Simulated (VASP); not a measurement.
Li2Se:

```xyz
3
Lattice="0.0000 3.0025 3.0025 3.0025 0.0000 3.0025 3.0025 3.0025 0.0000" Properties=species:S:1:pos:R:3 pbc="T T T"
Li    1.5012    1.5012    1.5012
Li    4.5037    4.5037    4.5037
Se    0.0000    0.0000    0.0000
```

Base run:

* Program: VASP 6.6.1
* Functional: PBE
* Potentials or basis: VASP PAW PBE potentials, release 64 (Li_sv, Se)
* Cutoff: 750 eV
* k mesh: 8 × 8 × 8
* Occupations: gaussian, width 0.05 eV
* Spin: no spin polarisation

Its results: band gap on the k mesh 2.97 eV (least direct gap 3.38 eV); pressure 0.0 GPa.

Task: After a change of settings the same cell gave: band gap on the k mesh 2.97 eV (least direct gap 3.38 eV); pressure -2.6 GPa. Which change was it?
A. k mesh from 8 × 8 × 8 to 4 × 4 × 4
B. functional from PBE to PBE-based global hybrid with 40 % exact exchange; cutoff from 750 eV to 650 eV; k mesh from 8 × 8 × 8 to 4 × 4 × 4
C. functional from PBE to PBE-based screened hybrid with 20 % exact exchange; cutoff from 750 eV to 650 eV; k mesh from 8 × 8 × 8 to 4 × 4 × 4
D. occupations from gaussian, width 0.05 eV to gaussian, width 0.001 eV; dispersion from none to D3(BJ)

Result: D.
